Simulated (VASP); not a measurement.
Runs of VASP 6.6.1 on Si4N. The structure is that of space group P-6m2 (No. 187), or close to it. The cells are those of the table. 

```csv
task,cell,k mesh,cutoff (eV),smearing,gap on the mesh (eV),pressure (GPa),relaxed volume (Å³/atom),largest force (eV/Å)
single point,"a = 3.817, b = 3.817, c = 7.520 Å, angles 90.0, 90.0, 120.0°, 5 atoms",5 × 5 × 3,520,gaussian 0.2 eV,none,-0.1,-,-
single point,"a = 3.821, b = 3.821, c = 7.502 Å, angles 90.0, 90.0, 120.0°, 5 atoms",12 × 12 × 4,520,gaussian 0.1 eV,none,-0.1,-,(a)
relaxation of cell and atoms,"relaxed from a = 3.798, b = 3.798, c = 7.296 Å, angles 90.0, 90.0, 120.0°, 5 atoms",5 × 5 × 3,600,gaussian 0.2 eV,none,-0.1,18.97,0.06
relaxation of cell and atoms,"relaxed from a = 3.817, b = 3.817, c = 7.520 Å, angles 90.0, 90.0, 120.0°, 5 atoms",12 × 12 × 4,600,gaussian 0.1 eV,none,0.0,18.92,0.01
```

Alike in all rows: level PBE; potentials or basis VASP PAW PBE potentials, release 64 (Si, N); no spin polarisation.

Estimate the missing entries.

(a) 0.02.

Caveats: some runs use coarse meshes; the relaxation stopped at a loose force limit of 0.08 eV/Å, so its end isn't a converged minimum (some runs).

A gap of «none» marks levels without a gap at the run's occupations.
